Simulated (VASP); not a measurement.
A run of VASP 6.6.1:

The input INCAR:

```
PREC = Accurate ; ENCUT = 600
EDIFF = 1E-6 ; ISMEAR = 0
SIGMA = 0.1 ; LREAL = F
LASPH = T ; NELM = 60
ALGO = Normal ; ISIF = 3
LWAVE = F ; LCHARG = F
GGA = PE ; IBRION = 2
NSW = 80 ; EDIFFG = -0.025
```

The input KPOINTS:

```
regular mesh
0
Gamma
  4 2 2
```

Contents of POSCAR:

```
Al3InAs4
1.0
   -4.0863300840      0.0196022521      0.0151265515
   -0.0410155616      4.1103995894      5.6448086419
    0.0017848192      4.3089738989     -5.7852632241
Al In As
3 1 4
Direct
    0.0200664420      0.0200905418      1.0163780387
    0.4947343238      0.5036975054      0.0183387755
    0.4700103895      1.0083562666      0.4933902244
    0.0408281941      0.4903127516      0.4993627762
   -0.0148163785      0.8931266009      0.6257135052
    0.4956128978      0.3640947591      0.6288597544
    0.0059834401      0.3661755178      0.0841027849
    0.4875806911      0.8541470567      0.1338531407
```

Potentials or basis: VASP PAW PBE potentials, release 64 (Al, In_d, As).

Run with:

```console
$ cat potpaw_PBE.64/Al/POTCAR potpaw_PBE.64/In_d/POTCAR potpaw_PBE.64/As/POTCAR > POTCAR
$ mpirun -np 1 vasp_std > vasp.out
```

Hardware: 1 thread of Intel Xeon 8259CL, with other jobs on the host.

Task: Estimate the wall time of this run.

Result: It took 37 min on 1 thread of Intel Xeon 8259CL (shared host), peak memory 0.41 GiB. Counts: scf iterations 132, k points 12, ion steps 20.
